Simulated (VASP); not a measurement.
# Si2Ni (Fm-3m) in VASP: further runs

Runs on Si2Ni. Level: PBE. Tasks: single point, relaxation of cell and atoms.

Everything below comes from runs of VASP 6.6.1. Logs are shortened: lines on timing, memory, paths and dates and some standing lists are left out, and cuts for length are marked.

### 1 The cell of the first run

The structure is cubic, space group Fm-3m (No. 225). The conventional cell has a = 5.448 Å, b = 5.448 Å, c = 5.448 Å, α = 90.00°, β = 90.00°, γ = 90.00°. Within 3.1 Å of Si (site symmetry -43m) lie 4 Ni at 2.36 Å and 6 Si at 2.72 Å. Ni (site symmetry m-3m) has 8 Si at 2.36 Å within 3.1 Å.

### 2 Single point, PBE

INCAR reads:

```
SYSTEM = Si2Ni
PREC = Accurate
ENCUT = 520
EDIFF = 1E-6
ISMEAR = 0
SIGMA = 0.1
LREAL = .False.
LASPH = .True.
NELM = 80
ALGO = Normal
ISIF = 2
LWAVE = .False.
LCHARG = .False.
GGA = PE
NBANDS = 16
```

KPOINTS reads:

```
Automatic mesh
0
Gamma
  6 6 6
  0 0 0
```

POSCAR reads:

```
Si2Ni
1.0
    0.0000000000      2.7241162073      2.7241162073
    2.7241162073      0.0000000000      2.7241162073
    2.7241162073      2.7241162073      0.0000000000
Si Ni
2 1
Direct
    0.2500000000      0.2500000000      0.2500000000
    0.7500000000      0.7500000000      0.7500000000
    0.0000000000      0.0000000000      0.0000000000
```

Potentials or basis: VASP PAW PBE potentials, release 64 (Si, Ni).

The run is started by

```bash
cat potpaw_PBE.64/Si/POTCAR potpaw_PBE.64/Ni/POTCAR > POTCAR
mpirun -np 1 vasp_std > vasp.out
```

OUTCAR:

```text
SYSTEM = Si2Ni
   PREC = Accurate
   ENCUT = 520
   EDIFF = 1E-6
   ISMEAR = 0
   LREAL = .False.
   LASPH = .True.
   NELM = 80
   ISIF = 2
   GGA = PE

 ion  position               nearest neighbor table
   1  0.250  0.250  0.250-   3 2.36   3 2.36   3 2.36   3 2.36   2 2.72   2 2.72   2 2.72   2 2.72
                             2 2.72   2 2.72
   2  0.750  0.750  0.750-   3 2.36   3 2.36   3 2.36   3 2.36   1 2.72   1 2.72   1 2.72   1 2.72
                             1 2.72   1 2.72
   3  0.000  0.000  0.000-   2 2.36   2 2.36   2 2.36   1 2.36   2 2.36   1 2.36   1 2.36   1 2.36

  LATTYP: Found a face centered cubic cell.
 ALAT       =     5.4482324146

  Lattice vectors:

 A1 = (   0.0000000000,   2.7241162073,   2.7241162073)
 A2 = (   2.7241162073,   0.0000000000,   2.7241162073)
 A3 = (   2.7241162073,   2.7241162073,   0.0000000000)

Analysis of symmetry for initial positions (statically):
=====================================================================
 Subroutine PRICEL returns:
 Original cell was already a primitive cell.

 Routine SETGRP: Setting up the symmetry group for a
 face centered cubic supercell.

 Subroutine GETGRP returns: Found 48 space group operations
[... 9 lines left out ...]

 Routine SETGRP: Setting up the symmetry group for a
 face centered cubic supercell.

 Subroutine GETGRP returns: Found 48 space group operations
[... 11 lines left out ...]
                                     Primitive cell

  volume of cell :      40.4303

  direct lattice vectors                    reciprocal lattice vectors
     0.000000000  2.724116207  2.724116207    -0.183545767  0.183545767  0.183545767
     2.724116207  0.000000000  2.724116207     0.183545767 -0.183545767  0.183545767
     2.724116207  2.724116207  0.000000000     0.183545767  0.183545767 -0.183545767

  length of vectors
     3.852482086  3.852482086  3.852482086     0.317910595  0.317910595  0.317910595

  position of ions in fractional coordinates (direct lattice)
     0.250000000  0.250000000  0.250000000
     0.750000000  0.750000000  0.750000000
     0.000000000  0.000000000  0.000000000

  ion indices of the primitive-cell ions
   primitive index   ion index
                 1           1
                 2           2
                 3           3

----------------------------------------------------------------------------------------

 KPOINTS: Automatic mesh

Automatic generation of k-mesh.
 Grid dimensions read from file:
 generate k-points for:    6    6    6

 Generating k-lattice:

  Cartesian coordinates                     Fractional coordinates (reciprocal lattice)
    -0.030590961  0.030590961  0.030590961     0.166666667  0.000000000  0.000000000
     0.030590961 -0.030590961  0.030590961     0.000000000  0.166666667  0.000000000
     0.030590961  0.030590961 -0.030590961     0.000000000  0.000000000  0.166666667

  Length of vectors
     0.052985099  0.052985099  0.052985099

  Shift w.r.t. Gamma in fractional coordinates (k-lattice)
     0.000000000  0.000000000  0.000000000

 Subroutine IBZKPT returns following result:
 ===========================================

 Found     16 irreducible k-points:

 Following reciprocal coordinates:
            Coordinates               Weight
  0.000000  0.000000  0.000000      1.000000
  0.166667  0.000000  0.000000      8.000000
  0.333333  0.000000  0.000000      8.000000
  0.500000  0.000000  0.000000      4.000000
  0.166667  0.166667  0.000000      6.000000
  0.333333  0.166667  0.000000     24.000000
[... 8 lines left out ...]
 -0.333333  0.333333  0.166667     24.000000
 -0.333333  0.500000  0.166667     12.000000
   k-points           NKPTS =     16   k-points in BZ     NKDIM =     16   number of bands    NBANDS=     16
   number of dos      NEDOS =    301   number of ions     NIONS =      3
   total plane-waves  NPLWV =  27000
   dimension x,y,z NGX =    30 NGY =   30 NGZ =   30
   dimension x,y,z NGXF=    60 NGYF=   60 NGZF=   60
   ions per type =               2   1
   NGX,Y,Z   is equivalent  to a cutoff of  12.95, 12.95, 12.95 a.u.
   NGXF,Y,Z  is equivalent  to a cutoff of  25.89, 25.89, 25.89 a.u.
 SYSTEM =  Si2Ni
   PREC   = accura    normal or accurate (medium, high low for compatibility)
   ISTART =      0    job   : 0-new  1-cont  2-samecut
   ICHARG =      2    charge: 1-file 2-atom 10-const
   ISPIN  =      1    spin polarized calculation?
   LNONCOLLINEAR =      F non collinear calculations
   LSORBIT =      F    spin-orbit coupling
   LASPH  =      T    aspherical Exc in radial PAW
   ENCUT  =  520.0 eV  38.22 Ry    6.18 a.u.   7.16  7.16  7.16*2*pi/ulx,y,z
   NELM   =     80;   NELMIN=  2; NELMDL= -5     # of ELM steps
   EDIFF  = 0.1E-05   stopping-criterion for ELM
   LREAL  =      F    real-space projection
   EDIFFG = 0.1E-04   stopping-criterion for IOM
   NSW    =      0    number of steps for IOM
   IBRION =     -1    ionic relax: 0-MD 1-quasi-New 2-CG
   NFREE  =      0    steps in history (QN), initial steepest desc. (CG)
   ISIF   =      2    stress and relaxation
   ISYM   =      2    0-nonsym 1-usesym 2-fastsym
   POTIM  = 0.5000    time-step for ionic-motion
   TEBEG  =    0.0;   TEEND  =   0.0 temperature during run
   PSTRESS=    0.0 pullay stress
   NELECT =      18.0000    total number of electrons
   NUPDOWN=      -1.0000    fix difference up-down
   EMIN   =  10.00;   EMAX   =-10.00  energy-range for DOS
   EFERMI =   0.00;   METHOD = LEGACY
   ISMEAR =     0;   SIGMA  =   0.10  broadening in eV -4-tet -1-fermi 0-gaus
   EFERMI_NEDOS =   21; number of points for ismear=-14 and -15
   IALGO  =     38    algorithm
   IMIX   =      4    mixing-type and parameters
     AMIX     =   0.40;   BMIX     =  1.00
     AMIX_MAG =   1.60;   BMIX_MAG =  1.00
  volume/ion in A,a.u.               =      13.48        90.95
  Fermi-wavevector in a.u.,A,eV,Ry     =   1.250058  2.362266 21.261064  1.562644
  Thomas-Fermi vector in A             =   2.384070
   LORBIT       =      0    0 simple, 1 ext, 2 COOP (PROOUT), +10 PAW based schemes
   GGA     = PE    functional components
   LHFCALC =     F    Hartree Fock is set to
   AEXX    =    0.0000 exact exchange contribution
   IVDW    =     0    specifies the selected vdW correction
   LEPSILON=     F    determine dielectric tensor
   LRPA    =     F    only Hartree local field effects (RPA)
 non-spin polarized calculation
 Gauss-broadening in eV      SIGMA  =   0.10
  energy-cutoff  :      520.00
  volume of cell :       40.43
 maximum number of plane-waves:      1113
 NGX is ok and might be reduce to    30
   NGX = 15   NGY = 15   NGZ = 15

 number of electron      17.9999992 magnetization

 Free energy of the ion-electron system (eV)
  ---------------------------------------------------
  ext. energy  EPLUGINS =         0.00000000
  ---------------------------------------------------
  free energy    TOTEN  =       -17.37187006 eV

  energy without entropy =      -17.36610843  energy(sigma->0) =      -17.36898924

 E-fermi :  10.1542     XC(G=0): -11.4799

 val. band max:       10.0945369837   @ k =   0.5000   0.3333   0.0000
 cond. band min:      10.1918556666   @ k =   0.1667   0.1667   0.0000
 fundamental gap:      0.0973186829
 Fermi energy:        10.1541888128

 k-point     1 :       0.0000    0.0000    0.0000
  band No.  band energies     occupation
      1      -3.5214      2.00000
      2       5.0776      2.00000
      3       5.0776      2.00000
      4       5.0776      2.00000
      5       6.7549      2.00000
      6       6.7549      2.00000
[... 8 lines left out ...]
     15      14.7856      0.00000
     16      14.7856      0.00000

 k-point     2 :       0.1667    0.0000    0.0000
  band No.  band energies     occupation
      1      -3.1183      2.00000
      2       4.2465      2.00000
      3       5.1989      2.00000
      4       5.1989      2.00000
      5       6.6947      2.00000
      6       6.6947      2.00000
[... 8 lines left out ...]
     15      14.5562      0.00000
     16      15.0338      0.00000

 k-point     3 :       0.3333    0.0000    0.0000
  band No.  band energies     occupation
      1      -1.9395      2.00000
      2       2.2509      2.00000
      3       5.4236      2.00000
      4       5.4236      2.00000
      5       6.7294      2.00000
      6       6.7294      2.00000
[... 8 lines left out ...]
     15      16.8516      0.00000
     16      17.4548      0.00000

 k-point     4 :       0.5000    0.0000    0.0000
  band No.  band energies     occupation
      1      -0.3386      2.00000
      2       0.2418      2.00000
      3       5.5007      2.00000
      4       5.5007      2.00000
      5       6.5369      2.00000
      6       6.9338      2.00000
[... 8 lines left out ...]
     15      19.2533      0.00000
     16      20.0081      0.00000

 k-point     5 :       0.1667    0.1667    0.0000
  band No.  band energies     occupation
      1      -2.9843      2.00000
      2       4.3512      2.00000
      3       5.1290      2.00000
      4       5.1290      2.00000
      5       6.3955      2.00000
      6       6.8497      2.00000
[... 8 lines left out ...]
     15      15.9259      0.00000
     16      15.9259      0.00000

 k-point     6 :       0.3333    0.1667    0.0000
  band No.  band energies     occupation
      1      -2.0648      2.00000
      2       3.0764      2.00000
      3       5.2824      2.00000
      4       5.2858      2.00000
      5       6.0304      2.00000
      6       6.9296      2.00000
[... 8 lines left out ...]
     15      18.1014      0.00000
     16      18.3234      0.00000

 k-point     7 :       0.5000    0.1667    0.0000
  band No.  band energies     occupation
      1      -0.4636      2.00000
      2       1.0064      2.00000
      3       5.0281      2.00000
      4       5.5321      2.00000
      5       5.9171      2.00000
      6       6.7693      2.00000
[... 8 lines left out ...]
     15      19.5154      0.00000
     16      20.0167      0.00000

 k-point     8 :      -0.3333    0.1667    0.0000
  band No.  band energies     occupation
      1      -1.0553      2.00000
      2       1.6791      2.00000
      3       4.7338      2.00000
      4       5.7390      2.00000
      5       6.3534      2.00000
      6       6.4287      2.00000
[... 8 lines left out ...]
     15      16.9414      0.00000
     16      19.1705      0.00000

 k-point     9 :      -0.1667    0.1667    0.0000
  band No.  band energies     occupation
      1      -2.4561      2.00000
      2       3.4225      2.00000
      3       4.9235      2.00000
      4       5.5174      2.00000
      5       6.4182      2.00000
      6       6.8295      2.00000
[... 8 lines left out ...]
     15      15.7120      0.00000
     16      18.1270      0.00000

 k-point    10 :       0.3333    0.3333    0.0000
  band No.  band energies     occupation
      1      -1.4254      2.00000
      2       3.3238      2.00000
      3       4.6205      2.00000
      4       5.3633      2.00000
      5       5.3633      2.00000
      6       7.0441      2.00000
[... 8 lines left out ...]
     15      17.5882      0.00000
     16      20.1614      0.00000

 k-point    11 :       0.5000    0.3333    0.0000
  band No.  band energies     occupation
      1      -0.1275      2.00000
      2       2.2889      2.00000
      3       3.3877      2.00000
      4       5.3138      2.00000
      5       5.6221      2.00000
      6       6.7092      2.00000
[... 8 lines left out ...]
     15      20.0420      0.00000
     16      20.5031      0.00000

 k-point    12 :      -0.3333    0.3333    0.0000
  band No.  band energies     occupation
      1       0.4817      2.00000
      2       1.2227      2.00000
      3       3.2760      2.00000
      4       5.4886      2.00000
      5       5.9282      2.00000
      6       6.3274      2.00000
[... 8 lines left out ...]
     15      17.8891      0.00000
     16      18.3117      0.00000

 k-point    13 :       0.5000    0.5000    0.0000
  band No.  band energies     occupation
      1       0.3789      2.00000
      2       2.2574      2.00000
      3       2.9200      2.00000
      4       5.6957      2.00000
      5       5.6957      2.00000
      6       6.6622      2.00000
[... 8 lines left out ...]
     15      19.6645      0.00000
     16      21.1097      0.00000

 k-point    14 :       0.5000    0.3333    0.1667
  band No.  band energies     occupation
      1      -0.9286      2.00000
      2       2.3555      2.00000
      3       4.4601      2.00000
      4       5.0126      2.00000
      5       5.8932      2.00000
      6       6.6020      2.00000
[... 8 lines left out ...]
     15      18.6443      0.00000
     16      19.3704      0.00000

 k-point    15 :      -0.3333    0.3333    0.1667
  band No.  band energies     occupation
      1       0.6436      2.00000
      2       0.9286      2.00000
      3       4.1799      2.00000
      4       4.2450      2.00000
      5       6.1542      2.00000
      6       6.6192      2.00000
[... 8 lines left out ...]
     15      17.2460      0.00000
     16      21.1234      0.00000

 k-point    16 :      -0.3333    0.5000    0.1667
  band No.  band energies     occupation
      1       0.8032      2.00000
      2       1.9515      2.00000
      3       2.7491      2.00000
      4       4.2156      2.00000
      5       6.3016      2.00000
      6       6.6243      2.00000
[... 8 lines left out ...]
     15      19.3677      0.00000
     16      20.7709      0.00000

------------------------ aborting loop because EDIFF is reached ----------------------------------------

  FORCE on cell =-STRESS in cart. coord.  units (eV):
  Direction    XX          YY          ZZ          XY          YZ          ZX
  --------------------------------------------------------------------------------------
  -------------------------------------------------------------------------------------
  Total        0.0200909      0.0200909      0.0200909     -0.0000000     -0.0000000      0.0000000
  in kB        0.7961659      0.7961659      0.7961659     -0.0000000     -0.0000000      0.0000000
  external PRESSURE =       0.7961659 kB  Pullay stress =       0.0000000 kB

 VOLUME and BASIS-vectors are now :
 -----------------------------------------------------------------------------
  energy-cutoff  :      520.00
  volume of cell :       40.43
      direct lattice vectors                 reciprocal lattice vectors
     0.000000000  2.724116207  2.724116207    -0.183545767  0.183545767  0.183545767
     2.724116207  0.000000000  2.724116207     0.183545767 -0.183545767  0.183545767
     2.724116207  2.724116207  0.000000000     0.183545767  0.183545767 -0.183545767

 POSITION                                       TOTAL-FORCE (eV/Angst)
 -----------------------------------------------------------------------------------
      1.36206      1.36206      1.36206         0.000000      0.000000      0.000000
      4.08617      4.08617      4.08617         0.000000     -0.000000     -0.000000
      0.00000      0.00000      0.00000        -0.000000     -0.000000     -0.000000
 -----------------------------------------------------------------------------------
    total drift:                                0.000000     -0.000000     -0.000000

  FREE ENERGIE OF THE ION-ELECTRON SYSTEM (eV)
  ---------------------------------------------------
  free  energy   TOTEN  =       -17.3718700639 eV

  energy  without entropy=      -17.3661084251  energy(sigma->0) =      -17.36898924
```

Wall time 14 s (1 thread of Intel Xeon Platinum 8488C (Sapphire Rapids), shared host); peak memory 0.16 GiB.

What came out:

- Free energy: -17.3719 eV
- Pressure: 0.1 GPa
- Band gap on the k mesh: zero (band 9 reaches 11.80 eV, above the bottom of band 10 at 9.67 eV)

Levels at points of the mesh, in eV from the Fermi level:
| k point | band 7 | band 8 | band 9 | band 10 | band 11 | band 12 |
| --- | --- | --- | --- | --- | --- | --- |
| (0.00, 0.00, 0.00) | -0.53 | 1.64 | 1.64 | 1.64 | 2.28 | 2.28 |
| (0.50, 0.00, 0.00) | -3.22 | -1.43 | -1.43 | 1.71 | 1.76 | 1.76 |
| (0.50, 0.50, 0.00) | -3.49 | -3.34 | -3.01 | -0.47 | 1.43 | 7.70 |

(Part 1 of 2 ends here.)
